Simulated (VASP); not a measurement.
Here is a VASP 6.6.1 calculation.

The input POSCAR:

```
AlN
1.0
    3.1065679352      0.0000000000      0.0000000000
   -1.5532839676      2.6903667505      0.0000000000
    0.0000000000      0.0000000000      4.9780667183
Al N
2 2
Direct
    0.3333333333      0.6666666667     -0.0264543789
    0.6666666667      0.3333333333      0.4735456211
    0.3333333333      0.6666666667      0.4084543789
    0.6666666667      0.3333333333      0.9084543789
```

Contents of INCAR.step1:

```
ALGO = Normal
EDIFF = 1E-4
ENCUT = 520
GGA = PE
ISMEAR = 0
LASPH = True
LCHARG = False
LREAL = False
LWAVE = True
NBANDS = 16
NELM = 100
PREC = Accurate
SIGMA = 0.01
```

Contents of INCAR.step2:

```
ALGO = Normal
EDIFF = 1E-7
ENCUT = 520
ISIF = 2
ISMEAR = 0
ISTART = 1
LASPH = True
LCHARG = True
LELF = True
LMIXTAU = True
LREAL = False
LVHAR = True
LWAVE = False
METAGGA = R2SCAN
NBANDS = 16
NELM = 100
PREC = Accurate
SIGMA = 0.01
```

File KPOINTS:

```
k-points
0
Gamma
  9 9 6
```

Potentials or basis: VASP PAW PBE potentials, release 64 (Al, N).

The run is started by

```console
$ cat potpaw_PBE.64/Al/POTCAR potpaw_PBE.64/N/POTCAR > POTCAR
$ cp INCAR.step1 INCAR
$ mpirun -np 1 vasp_std > vasp.out
$ cp INCAR.step2 INCAR
$ mpirun -np 1 vasp_std > vasp.out
```

Task: Estimate the largest force.

Result: 1.457 eV/Å.

Task: What does it give for the pressure?

Result: 3.8 GPa.

Task: Estimate the band gap on the k mesh.

Result: 4.02 eV, direct.

Forces on the atoms (eV/Å):
```
Al   0.000  0.000  1.457
Al   0.000  0.000  1.457
N    0.000  0.000 -1.457
N    0.000  0.000 -1.457
```

Caveat: the PAW data sets were made with another functional, which shifts forces and pressure a little. r2SCAN opens gaps a little over a GGA but as a rule still falls short of measured ones.
